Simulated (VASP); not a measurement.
Input of a VASP 6.6.1 run:

File INCAR:

```
PREC = Accurate ; ENCUT = 600
EDIFF = 1E-6 ; ISMEAR = 0
SIGMA = 0.01 ; LREAL = False
LASPH = True ; NELM = 120
ALGO = Normal ; ISIF = 2
LWAVE = False ; LCHARG = True
LELF = True ; LVHAR = True
NBANDS = 28 ; GGA_COMPAT = False
```

Contents of KPOINTS:

```
Automatic mesh
0
Gamma
  4 4 3
  0.5 0.5 0.5
```

POSCAR

```
KNbO3
1.0
    3.9960000000      0.0000000000      0.0000000000
    0.0000000000      3.9960000000      0.0000000000
    0.0000000000      0.0000000000      4.0630000000
K Nb O
1 1 3
Direct
    0.0000000000      0.0000000000      0.0180000000
    0.5000000000      0.5000000000      0.5000000000
    0.5000000000      0.5000000000      0.0440000000
    0.5000000000      0.0000000000      0.5400000000
    0.0000000000      0.5000000000      0.5400000000
```

Potentials or basis: VASP PAW LDA potentials, release 64 (K_sv, Nb_sv, O).

Command:

```bash
$ cat potpaw_LDA.64/K_sv/POTCAR potpaw_LDA.64/Nb_sv/POTCAR potpaw_LDA.64/O/POTCAR > POTCAR
$ mpirun -np 1 vasp_std > vasp.out
```

Problem. Estimate the band gap on the k mesh.

Solution. 2.54 eV, indirect (least direct gap 3.24 eV).

Problem. Estimate the pressure.

Solution. -6.7 GPa.

Stress tensor (GPa, compression positive):
```
-7.52  0.00  0.00
 0.00 -7.52  0.00
 0.00  0.00 -4.97
```

A k mesh can miss the band edges. Expect the measured gap to be larger: semilocal functionals such as LDA lack the derivative discontinuity.
